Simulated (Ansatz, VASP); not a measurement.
# Two plane-wave programs on Se

The input INCAR:

```
SYSTEM = Se
PREC = Accurate
ENCUT = 520
EDIFF = 1E-6
ISMEAR = -1
SIGMA = 0.1
LREAL = .FALSE.
LASPH = .TRUE.
NELM = 100
ALGO = Normal
ISIF = 2
LWAVE = .FALSE.
LCHARG = .FALSE.
NBANDS = 13
```

Contents of KPOINTS:

```
Automatic mesh
0
G
  10 10 10
  0 0 0
```

POSCAR

```
Se
1.0
    0.0000000000      3.1246706062      3.1246706062
    3.1246706062      0.0000000000      3.1246706062
    3.1246706062      3.1246706062      0.0000000000
Se
2
Direct
    0.1250000000      0.1250000000      0.1250000000
    0.8750000000      0.8750000000      0.8750000000
```

Input for Ansatz:

```yaml
crystal:
  lattice:
    - [0.0, 3.1246706062, 3.1246706062]
    - [3.1246706062, 0.0, 3.1246706062]
    - [3.1246706062, 3.1246706062, 0.0]
  atoms:
    - { symbol: Se, position: [0.125, 0.125, 0.125] }
    - { symbol: Se, position: [0.875, 0.875, 0.875] }
hamiltonian:
  xc: lda
  pseudopotentials:
    kind: paw
    azcp:
      Se: "pseudopotentials/Se.paw.azcp"
basis:
  ecutwfc: 420
  fft_grid_basis: typed
kpoints:
  mp_grid: { grid: [10, 10, 10], shift: [0, 0, 0] }
magnetization:
  spin_polarized: false
scf:
  occupations: { method: fermi_dirac, width: 0.1 }
  lower_state_search: "off"
output:
  stress: true
```

Alike in both runs: task single point; functional LDA; k mesh 10 × 10 × 10; occupations fermi-dirac, width 0.1 eV; no spin polarisation.

|  | VASP | Ansatz |
| --- | --- | --- |
| version | VASP 6.6.1 | Ansatz 0.2.0 |
| potentials or method | VASP PAW LDA potentials, release 64 (Se), cutoff 520 eV | plane waves (420 eV) with PAW, scalar-relativistic |
| valence electrons in the cell | 12 | 32 |

|  | VASP | Ansatz | Ansatz less VASP |
| --- | --- | --- | --- |
| pressure (GPa) | -1.6 | -1.7 | -0.09 |

Ansatz warns that its potentials were made for another functional, while VASP's fit it. LDA's correlation is that of Perdew and Zunger in VASP and of Perdew and Wang (1992) in Ansatz. VASP's potentials hold 12 valence electrons a cell and Ansatz's 32, so a difference there can come from the potentials and not from the codes.
